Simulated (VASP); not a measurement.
# CaO (R-3m) in VASP: further runs

CaO is run at these levels: r2SCAN, HSE06; tasks: single point.

All numbers are computed with VASP 6.6.1; they aren't measurements. Logs are shortened: lines on timing, memory, paths and dates and some standing lists are left out, and cuts for length are marked.

## (1) The cell of the first run

It takes space group R-3m (No. 166, trigonal). Conventional cell: a = 3.357 Å, b = 3.357 Å, c = 8.353 Å, α = 90.00°, β = 90.00°, γ = 120.00°. Within 3.2 Å of Ca (site symmetry -3m) lie 6 O at 2.39 Å. O (site symmetry -3m) has 6 Ca at 2.39 Å within 3.2 Å.

## (2) Single point, r2SCAN (epitaxial 111 strain -1.0%)

The input, POSCAR:

```
CaO
1.0
    0.0252122137      2.3987868261      2.3987868261
    2.3987868261      0.0252122137      2.3987868261
    2.3987868261      2.3987868261      0.0252122137
Ca O
1 1
Direct
    0.0000000000      0.0000000000      0.0000000000
    0.5000000000      0.5000000000      0.5000000000
```

The input, INCAR.step1:

```
ALGO = Normal
EDIFF = 1E-5
ENCUT = 1480
GGA = PE
GGA_COMPAT = F
ISMEAR = 0
LASPH = T
LCHARG = F
LREAL = F
LWAVE = T
NBANDS = 15
NELM = 120
PREC = Accurate
SIGMA = 0.01
```

The input, INCAR.step2:

```
ALGO = Normal
EDIFF = 1E-6
ENCUT = 1480
GGA_COMPAT = F
ISIF = 2
ISMEAR = 0
ISTART = 1
LASPH = T
LCHARG = T
LELF = T
LMIXTAU = T
LREAL = F
LVHAR = T
LWAVE = F
METAGGA = R2SCAN
NBANDS = 15
NELM = 120
PREC = Accurate
SIGMA = 0.01
```

The input, KPOINTS:

```
k-points
0
Gamma
  10 10 10
```

Potentials or basis: VASP PAW PBE potentials, release 64 (Ca_sv, O_h).

Launch:

```sh
$ cat potpaw_PBE.64/Ca_sv/POTCAR potpaw_PBE.64/O_h/POTCAR > POTCAR
$ cp INCAR.step1 INCAR
$ mpirun -np 1 vasp_std > vasp.out
$ cp INCAR.step2 INCAR
$ mpirun -np 1 vasp_std > vasp.out
```

OUTCAR:

```text
EDIFF = 1E-6
   ENCUT = 1480
   ISIF = 2
   ISMEAR = 0
   ISTART = 1
   LASPH = T
   LREAL = F
   METAGGA = R2SCAN
   NELM = 120
   PREC = Accurate

 ion  position               nearest neighbor table
   1  0.000  0.000  0.000-
   2  0.500  0.500  0.500-

  LATTYP: Found a trigonal (rhomboedric) cell.
 ALAT       =     3.3924905497
 COS(alpha) =     0.5104822058

  Lattice vectors:

 A1 = (   0.0252122137,   2.3987868261,   2.3987868261)
 A2 = (   2.3987868261,   0.0252122137,   2.3987868261)
 A3 = (   2.3987868261,   2.3987868261,   0.0252122137)

Analysis of symmetry for initial positions (statically):
=====================================================================
 Subroutine PRICEL returns:
 Original cell was already a primitive cell.

 Routine SETGRP: Setting up the symmetry group for a
 trigonal (rhombohedral) supercell.

 Subroutine GETGRP returns: Found 12 space group operations
 (whereof 12 operations were pure point group operations)
 out of a pool of 12 trial point group operations.

The static configuration has the point symmetry D_3d.

Analysis of symmetry for dynamics (positions and initial velocities):
=====================================================================
 Subroutine PRICEL returns:
 Original cell was already a primitive cell.

 Routine SETGRP: Setting up the symmetry group for a
 trigonal (rhombohedral) supercell.

 Subroutine GETGRP returns: Found 12 space group operations
 (whereof 12 operations were pure point group operations)
 out of a pool of 12 trial point group operations.

The dynamic configuration has the point symmetry D_3d.

 Subroutine INISYM returns: Found 12 space group operations
 (whereof 12 operations are pure point group operations),
 and found     1 'primitive' translations

----------------------------------------------------------------------------------------

                                     Primitive cell

  volume of cell :      27.1709

  direct lattice vectors                    reciprocal lattice vectors
     0.025212214  2.398786826  2.398786826    -0.211753977  0.209551507  0.209551507
     2.398786826  0.025212214  2.398786826     0.209551507 -0.211753977  0.209551507
     2.398786826  2.398786826  0.025212214     0.209551507  0.209551507 -0.211753977

  length of vectors
     3.392490550  3.392490550  3.392490550     0.364229893  0.364229893  0.364229893

  position of ions in fractional coordinates (direct lattice)
     0.000000000  0.000000000  0.000000000
     0.500000000  0.500000000  0.500000000

  ion indices of the primitive-cell ions
   primitive index   ion index
                 1           1
                 2           2

----------------------------------------------------------------------------------------

 KPOINTS: k-points

Automatic generation of k-mesh.
 Grid dimensions read from file:
 generate k-points for:   10   10   10

 Generating k-lattice:

  Cartesian coordinates                     Fractional coordinates (reciprocal lattice)
    -0.021175398  0.020955151  0.020955151     0.100000000  0.000000000 -0.000000000
     0.020955151 -0.021175398  0.020955151     0.000000000  0.100000000 -0.000000000
     0.020955151  0.020955151 -0.021175398     0.000000000  0.000000000  0.100000000

  Length of vectors
     0.036422989  0.036422989  0.036422989

  Shift w.r.t. Gamma in fractional coordinates (k-lattice)
     0.000000000  0.000000000  0.000000000

 Subroutine IBZKPT returns following result:
 ===========================================

 Found    116 irreducible k-points:

 Following reciprocal coordinates:
            Coordinates               Weight
  0.000000  0.000000  0.000000      1.000000
  0.100000  0.000000 -0.000000      6.000000
  0.200000  0.000000 -0.000000      6.000000
  0.300000 -0.000000 -0.000000      6.000000
  0.400000  0.000000 -0.000000      6.000000
  0.500000  0.000000  0.000000      3.000000
[... 16 lines left out ...]
  0.300000  0.300000 -0.000000      6.000000
  0.400000  0.300000  0.000000     12.000000
 [... further k-points ...]
   k-points           NKPTS =    116   k-points in BZ     NKDIM =    116   number of bands    NBANDS=     15
   number of dos      NEDOS =    301   number of ions     NIONS =      2
   total plane-waves  NPLWV = 110592
   dimension x,y,z NGX =    48 NGY =   48 NGZ =   48
   dimension x,y,z NGXF=    96 NGYF=   96 NGZF=   96
   ions per type =               1   1
   NGX,Y,Z   is equivalent  to a cutoff of  23.52, 23.52, 23.52 a.u.
   NGXF,Y,Z  is equivalent  to a cutoff of  47.04, 47.04, 47.04 a.u.
 SYSTEM =  unknown system
   PREC   = accura    normal or accurate (medium, high low for compatibility)
   ISTART =      1    job   : 0-new  1-cont  2-samecut
   ICHARG =      0    charge: 1-file 2-atom 10-const
   ISPIN  =      1    spin polarized calculation?
   LNONCOLLINEAR =      F non collinear calculations
   LSORBIT =      F    spin-orbit coupling
   LASPH  =      T    aspherical Exc in radial PAW
   ENCUT  = 1480.0 eV 108.78 Ry   10.43 a.u.  10.64 10.64 10.64*2*pi/ulx,y,z
   NELM   =    120;   NELMIN=  2; NELMDL=  0     # of ELM steps
   EDIFF  = 0.1E-05   stopping-criterion for ELM
   LREAL  =      F    real-space projection
   EDIFFG = 0.1E-04   stopping-criterion for IOM
   NSW    =      0    number of steps for IOM
   IBRION =     -1    ionic relax: 0-MD 1-quasi-New 2-CG
   NFREE  =      0    steps in history (QN), initial steepest desc. (CG)
   ISIF   =      2    stress and relaxation
   ISYM   =      2    0-nonsym 1-usesym 2-fastsym
   POTIM  = 0.5000    time-step for ionic-motion
   TEBEG  =    0.0;   TEEND  =   0.0 temperature during run
   PSTRESS=    0.0 pullay stress
   NELECT =      16.0000    total number of electrons
   NUPDOWN=      -1.0000    fix difference up-down
   EMIN   =  10.00;   EMAX   =-10.00  energy-range for DOS
   EFERMI =   0.00;   METHOD = LEGACY
   ISMEAR =     0;   SIGMA  =   0.01  broadening in eV -4-tet -1-fermi 0-gaus
   EFERMI_NEDOS =   21; number of points for ismear=-14 and -15
   IALGO  =     38    algorithm
   IMIX   =      4    mixing-type and parameters
     AMIX     =   0.40;   BMIX     =  1.00
     AMIX_MAG =   1.60;   BMIX_MAG =  1.00
  volume/ion in A,a.u.               =      13.59        91.68
  Fermi-wavevector in a.u.,A,eV,Ry     =   1.372188  2.593059 25.618403  1.882900
  Thomas-Fermi vector in A             =   2.497817
   LORBIT       =      0    0 simple, 1 ext, 2 COOP (PROOUT), +10 PAW based schemes
   METAGGA = R2SCAN    functional components
   LHFCALC =     F    Hartree Fock is set to
   AEXX    =    0.0000 exact exchange contribution
   IVDW    =     0    specifies the selected vdW correction
   LEPSILON=     F    determine dielectric tensor
   LRPA    =     F    only Hartree local field effects (RPA)
 non-spin polarized calculation
 Gauss-broadening in eV      SIGMA  =   0.01
  energy-cutoff  :     1480.00
  volume of cell :       27.17
 maximum number of plane-waves:      3537
 NGX is ok and might be reduce to    48
   NGX = 21   NGY = 21   NGZ = 21

 number of electron      16.0000000 magnetization

 Free energy of the ion-electron system (eV)
  ---------------------------------------------------
  ext. energy  EPLUGINS =         0.00000000
  ---------------------------------------------------
  free energy    TOTEN  =       -19.45966172 eV

  energy without entropy =      -19.45966172  energy(sigma->0) =      -19.45966172

 E-fermi :   2.4863     XC(G=0): -11.1905

 val. band max:        2.4355966965   @ k =   0.0000   0.0000   0.0000
 cond. band min:       6.6028730598   @ k =   0.5000   0.5000  -0.0000
 fundamental gap:      4.1672763633
 Fermi energy:         2.4862995851

 k-point     1 :       0.0000    0.0000    0.0000
  band No.  band energies     occupation
      1     -36.5496      2.00000
      2     -16.4263      2.00000
      3     -16.4250      2.00000
      4     -16.4250      2.00000
      5     -14.0973      2.00000
      6       2.3809      2.00000
      7       2.4356      2.00000
      8       2.4356      2.00000
      9       8.0217      0.00000
     10       9.2250      0.00000
     11       9.3790      0.00000
     12       9.3790      0.00000
     13      10.9636      0.00000
     14      10.9636      0.00000
     15      18.3363      0.00000

 k-point     2 :       0.1000    0.0000   -0.0000
  band No.  band energies     occupation
      1     -36.5389      2.00000
      2     -16.6069      2.00000
      3     -16.4309      2.00000
      4     -16.4309      2.00000
      5     -13.9108      2.00000
      6       2.0778      2.00000
      7       2.2422      2.00000
      8       2.2939      2.00000
      9       8.4756      0.00000
     10       9.3130      0.00000
     11       9.4344      0.00000
     12       9.5612      0.00000
     13      11.2160      0.00000
     14      11.2165      0.00000
     15      18.7738      0.00000

 k-point     3 :       0.2000    0.0000   -0.0000
  band No.  band energies     occupation
      1     -36.5106      2.00000
      2     -16.9946      2.00000
      3     -16.4462      2.00000
      4     -16.4433      2.00000
      5     -13.5096      2.00000
      6       1.3081      2.00000
      7       1.8904      2.00000
      8       1.9521      2.00000
      9       9.2551      0.00000
     10       9.6090      0.00000
     11       9.9451      0.00000
     12      10.0670      0.00000
     13      11.8711      0.00000
     14      11.8738      0.00000
     15      19.4608      0.00000
[... 343 lines left out ...]
 k-point    23 :       0.3000    0.3000   -0.0000
  band No.  band energies     occupation
      1     -36.4543      2.00000
      2     -17.1080      2.00000
      3     -16.5876      2.00000
      4     -16.5817      2.00000
      5     -13.4999      2.00000
      6       0.6647      2.00000
      7       2.0551      2.00000
      8       2.1017      2.00000
      9       7.3389      0.00000
     10      10.3994      0.00000
     11      11.7174      0.00000
     12      11.7791      0.00000
     13      11.8240      0.00000
     14      13.8456      0.00000
     15      21.1176      0.00000

 k-point    24 :       0.4000    0.3000    0.0000
  band No.  band energies     occupation
      1     -36.4325      2.00000
      2     -17.1654      2.00000
      3     -16.6379      2.00000
      4     -16.6110      2.00000
      5     -13.5155      2.00000
      6       0.7380      2.00000
      7       1.8841      2.00000
      8       1.9396      2.00000
      9       7.3055      0.00000
     10      10.9686      0.00000
     11      12.0471      0.00000
     12      12.1130      0.00000
     13      12.2553      0.00000
     14      14.2706      0.00000
     15      19.4222      0.00000

 [... further k-points ...]

------------------------ aborting loop because EDIFF is reached ----------------------------------------

  FORCE on cell =-STRESS in cart. coord.  units (eV):
  Direction    XX          YY          ZZ          XY          YZ          ZX
  --------------------------------------------------------------------------------------
  -------------------------------------------------------------------------------------
  Total        0.4670323      0.4670323      0.4670323     -0.1449737     -0.1449737     -0.1449737
  in kB       27.5393557     27.5393557     27.5393557     -8.5486230     -8.5486230     -8.5486230
  external PRESSURE =      27.5393557 kB  Pullay stress =       0.0000000 kB

 VOLUME and BASIS-vectors are now :
 -----------------------------------------------------------------------------
  energy-cutoff  :     1480.00
  volume of cell :       27.17
      direct lattice vectors                 reciprocal lattice vectors
     0.025212214  2.398786826  2.398786826    -0.211753977  0.209551507  0.209551507
     2.398786826  0.025212214  2.398786826     0.209551507 -0.211753977  0.209551507
     2.398786826  2.398786826  0.025212214     0.209551507  0.209551507 -0.211753977

 POSITION                                       TOTAL-FORCE (eV/Angst)
 -----------------------------------------------------------------------------------
      0.00000      0.00000      0.00000         0.000000      0.000000      0.000000
      2.41139      2.41139      2.41139         0.000000     -0.000000     -0.000000
 -----------------------------------------------------------------------------------
    total drift:                               -0.000000     -0.000000     -0.000000

  FREE ENERGIE OF THE ION-ELECTRON SYSTEM (eV)
  ---------------------------------------------------
  free  energy   TOTEN  =       -19.4596617193 eV

  energy  without entropy=      -19.4596617193  energy(sigma->0) =      -19.45966172
```

Wall time 12 min (1 thread of Intel Xeon Platinum 8488C (Sapphire Rapids), shared host); peak memory 0.54 GiB.

What came out:

```
Free energy            : -19.4597 eV
Pressure               : 2.8 GPa
Band gap on the k mesh : 4.17 eV (least direct gap 4.53 eV)
```

Caveat: the cell differs from its parent crystal (epitaxial 111 strain -1.0%); the PAW data sets were made with another functional, which shifts forces and pressure a little. A k mesh can miss the band edges.

(Part 1 of 2 ends here.)
